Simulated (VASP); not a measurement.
Set up this calculation in VASP 6.6.1, as the native input.

| Quantity | Value |
| --- | --- |
| Task | single point |
| Functional | LDA |
| Potentials or basis | VASP PAW LDA potentials, release 64 (B, N) |
| Cutoff | 520 eV |
| k mesh | 12 × 12 × 4 |
| Occupations | gaussian, width 0.05 eV |
| Spin | no spin polarisation |
| Dipole correction | no |
| Further INCAR settings | ALGO = Normal; EDIFF = 1e-06; NBANDS = 16 |

The structure of BN lies in POSCAR:

```
BN
1.0
    2.5275062017      0.0000000000      0.0000000000
   -1.2637531008      2.1888845789      0.0000000000
    0.0000000000      0.0000000000      6.5974753007
B N
2 2
Direct
    0.3333333333      0.6666666667      0.2500000000
    0.6666666667      0.3333333333      0.7500000000
    0.3333333333      0.6666666667      0.7500000000
    0.6666666667      0.3333333333      0.2500000000
```

This cell differs from its parent crystal: volume 9.125 Å^3 an atom, c/a of the conventional cell 2.6103.

The input as run:

INCAR

```
PREC = Accurate
ENCUT = 520
EDIFF = 1E-6
ISMEAR = 0
SIGMA = 0.05
LREAL = F
LASPH = T
NELM = 100
ALGO = Normal
ISIF = 2
LWAVE = F
LCHARG = T
GGA = CA
LELF = T
LVHAR = T
NBANDS = 16
```

KPOINTS

```
regular mesh
0
Gamma
  12 12 4
```

Potentials or basis: VASP PAW LDA potentials, release 64 (B, N).

Command:

```bash
$ cat potpaw_LDA.64/B/POTCAR potpaw_LDA.64/N/POTCAR > POTCAR
$ mpirun -np 1 vasp_std > vasp.out
```

Results of the run:

The pressure is -10.5 GPa and the band gap on the k mesh is 4.01 eV, indirect (least direct gap 4.41 eV).

Wall time 40 s on 1 thread of Intel Xeon 8259CL (shared host), peak memory 0.15 GiB.
